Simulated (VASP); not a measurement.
Write the native input for VASP 6.6.1 that does the following.

```
Task                   : single point
Functional             : r2SCAN
Potentials or basis    : VASP PAW PBE potentials, release 64 (Cd, S)
Cutoff                 : 520 eV
k mesh                 : 6 × 6 × 4
Occupations            : gaussian, width 0.1 eV
Spin                   : no spin polarisation
Dipole correction      : no
Further INCAR settings : ALGO = Normal; EDIFF = 1e-07; NBANDS = 26
```

The system is CdS.

```
Cd S
1.0
     4.16884    0.00000    0.00000
    -2.08442    3.61032    0.00000
     0.00000    0.00000    6.77962
Cd S
2 2
Direct
  0.66667 0.33333 0.50022
  0.33333 0.66667 0.00022
  0.66667 0.33333 0.87678
  0.33333 0.66667 0.37678
```

The input as run:

POSCAR

```
CdS
1.0
    4.1688381000      0.0000000000      0.0000000000
   -2.0844190500      3.6103197000      0.0000000000
    0.0000000000      0.0000000000      6.7796174100
Cd S
2 2
Direct
    0.6666666700      0.3333333300      0.5002243700
    0.3333333300      0.6666666700      0.0002243700
    0.6666666700      0.3333333300      0.8767756300
    0.3333333300      0.6666666700      0.3767756300
```

INCAR.step1

```
ALGO = Normal ; EDIFF = 1E-4
ENCUT = 520 ; GGA = PE
ISMEAR = 0 ; LASPH = T
LCHARG = F ; LREAL = F
LWAVE = T ; NBANDS = 26
NELM = 60 ; PREC = Accurate
SIGMA = 0.1
```

INCAR.step2

```
ALGO = Normal ; EDIFF = 1E-7
ENCUT = 520 ; ISIF = 2
ISMEAR = 0 ; ISTART = 1
LASPH = T ; LCHARG = F
LMIXTAU = T ; LREAL = F
LWAVE = F ; METAGGA = R2SCAN
NBANDS = 26 ; NELM = 60
PREC = Accurate ; SIGMA = 0.1
```

KPOINTS

```
k-points
0
Gamma
  6 6 4
```

Potentials or basis: VASP PAW PBE potentials, release 64 (Cd, S).

Launch:

```sh
$ cat potpaw_PBE.64/Cd/POTCAR potpaw_PBE.64/S/POTCAR > POTCAR
$ cp INCAR.step1 INCAR
$ mpirun -np 1 vasp_std > vasp.out
$ cp INCAR.step2 INCAR
$ mpirun -np 1 vasp_std > vasp.out
```

Results of the run:

The pressure is 0.0 GPa, the largest force is 0.005 eV/Å and the band gap on the k mesh is 1.61 eV.

Caveat: the PAW data sets were made with another functional, which shifts forces and pressure a little.

Run time: 4.6 min on 1 thread of Intel Xeon 8259CL, with other jobs on the host, peak memory 0.25 GiB.
